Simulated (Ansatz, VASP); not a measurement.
Al2O3: VASP beside Ansatz

File INCAR:

```
SYSTEM = Al2O3
ALGO = Normal
EDIFF = 1E-6
ENCUT = 520
GGA = PS
ISIF = 2
ISMEAR = 0
LASPH = .TRUE.
LCHARG = .FALSE.
LREAL = .FALSE.
LWAVE = .FALSE.
NBANDS = 35
NELM = 60
PREC = Accurate
SIGMA = 0.05
```

File KPOINTS:

```
k-points
0
G
  6 6 6
  0 0 0
```

File POSCAR:

```
Al2O3
1.0
    2.5032663946      1.4452615268      3.9429783403
   -2.5032663946      1.4452615268      3.9429783403
    0.0000000000     -2.8905230535      3.9429783403
Al O
4 6
Direct
    0.8635618459      0.8635618459      0.8635618459
    0.6364381541      0.6364381541      0.6364381541
    0.1364381541      0.1364381541      0.1364381541
    0.3635618459      0.3635618459      0.3635618459
    0.0558571577      0.4441428423      0.7500000000
    0.7500000000      0.0558571577      0.4441428423
    0.4441428423      0.7500000000      0.0558571577
    0.9441428423      0.5558571577      0.2500000000
    0.2500000000      0.9441428423      0.5558571577
    0.5558571577      0.2500000000      0.9441428423
```

Input for Ansatz:

```yaml
crystal:
  lattice:
    - [2.5032663946, 1.4452615268, 3.9429783403]
    - [-2.5032663946, 1.4452615268, 3.9429783403]
    - [0.0, -2.8905230535, 3.9429783403]
  atoms:
    - { symbol: Al, position: [0.8635618459, 0.8635618459, 0.8635618459] }
    - { symbol: Al, position: [0.6364381541, 0.6364381541, 0.6364381541] }
    - { symbol: Al, position: [0.1364381541, 0.1364381541, 0.1364381541] }
    - { symbol: Al, position: [0.3635618459, 0.3635618459, 0.3635618459] }
    - { symbol: O, position: [0.0558571577, 0.4441428423, 0.75] }
    - { symbol: O, position: [0.75, 0.0558571577, 0.4441428423] }
    - { symbol: O, position: [0.4441428423, 0.75, 0.0558571577] }
    - { symbol: O, position: [0.9441428423, 0.5558571577, 0.25] }
    - { symbol: O, position: [0.25, 0.9441428423, 0.5558571577] }
    - { symbol: O, position: [0.5558571577, 0.25, 0.9441428423] }
basis:
  ecutwfc: 520.0
kpoints:
  mp_grid: { grid: [6, 6, 6] }
hamiltonian:
  xc: pbesol
  pseudopotentials: { kind: paw, azcp: { folder: soft_1 } }
scf:
  occupations: { method: gaussian, width: 0.05 }
output:
  forces: true
  stress: true
  eigenvalues: true
```

Alike in both runs: task single point; functional PBEsol; k mesh 6 × 6 × 6; occupations gaussian, width 0.05 eV; no spin polarisation.

|  | VASP | Ansatz |
| --- | --- | --- |
| version | VASP 6.6.1 | Ansatz 0.2.0 |
| potentials or method | VASP PAW PBE potentials, release 64 (Al, O), cutoff 520 eV | scalar-relativistic, plane waves, PAW |
| valence electrons in the cell | 48 | 48 |

VASP gave:

| Property | Result |
| --- | --- |
| gap on the k mesh at the Fermi level (eV) | 4.17 |
| least direct gap on the mesh (eV) | 4.17 |
| pressure (GPa) | -1.1 |
| traceless stress, the component that is largest in VASP (GPa) | 25.77 |
| rms of the force components (eV/Å) | 0.504 |

Q: Which values does Ansatz return?

A: gap on the k mesh at the Fermi level (eV): 4.17; least direct gap on the mesh (eV): 4.17; pressure (GPa): -1.1; traceless stress, the component that is largest in VASP (GPa): 25.85; rms of the force components (eV/Å): 0.502.

VASP's potentials were made for PBE, not for PBEsol, and Ansatz warns of the same on its side. Atom by atom the forces differ by 0.003 eV/Å (rms over components).
